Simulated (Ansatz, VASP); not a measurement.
This is a calculation of GaGe for Ansatz 0.2.0.

Contents of input.yaml:

```yaml
crystal:
  lattice:
    - [0.0, 2.897844, 2.897844]
    - [2.897844, 0.0, 2.897844]
    - [2.897844, 2.897844, 0.0]
  atoms:
    - { symbol: Ge, position: [0.0, 0.0, 0.0] }
    - { symbol: Ga, position: [0.25, 0.25, 0.25] }
kpoints:
  mp_grid: { grid: [5, 5, 5] }
scf:
  occupations: { method: fermi_dirac, width: 0.03 }
hamiltonian:
  xc: pbesol
  pseudopotentials: { kind: all_electron, lapw: { basis_error: 0.001 } }
output:
  forces: true
  stress: true
  eigenvalues: true
```

Potentials or basis: all-electron LAPW, scalar-relativistic.

Run with:

```bash
$ ansatz run input.yaml --threads 1 --pin off --max-ram 3072MiB --backend cpu --events-out ev --progress --plain --runs-dir out
```

Task: Translate it to VASP 6.6.1. Potentials there: VASP PAW PBE potentials, release 64 (Ge_d, Ga_d).

Result: As run (the cutoff follows the program's own potentials):

The input INCAR:

```
SYSTEM = GaGe
PREC = Accurate ; ENCUT = 520
EDIFF = 1E-6 ; ISMEAR = -1
SIGMA = 0.03 ; LREAL = .False.
LASPH = .True. ; NELM = 100
ALGO = Normal ; ISIF = 2
LWAVE = .False. ; LCHARG = .False.
GGA = PS ; NBANDS = 20
```

KPOINTS

```
Automatic mesh
0
Gamma
  5 5 5
  0 0 0
```

File POSCAR:

```
GaGe
1.0
    0.0000000000      2.8978440000      2.8978440000
    2.8978440000      0.0000000000      2.8978440000
    2.8978440000      2.8978440000      0.0000000000
Ge Ga
1 1
Direct
    0.0000000000      0.0000000000      0.0000000000
    0.2500000000      0.2500000000      0.2500000000
```

Potentials or basis: VASP PAW PBE potentials, release 64 (Ge_d, Ga_d).

The run is started by

```sh
$ cat potpaw_PBE.64/Ge_d/POTCAR potpaw_PBE.64/Ga_d/POTCAR > POTCAR
$ mpirun -np 1 vasp_std > vasp.out
```

Both were run:

|  | VASP | Ansatz | Ansatz less VASP |
| --- | --- | --- | --- |
| gap on the k mesh at the Fermi level (eV) | none | none | - |
| pressure (GPa) | -2.8 | -2.8 | +0.02 |

VASP's potentials were made for PBE, not for PBEsol. A gap of «none» marks a metal or a gap that the smearing closes. Ansatz ran all-electron here, and VASP with PAW potentials.

The k mesh is coarse, so the values compare programs but aren't converged. Noted on Ansatz's run: the k mesh is thin for a metal, which can move the energy by tens of meV per atom.
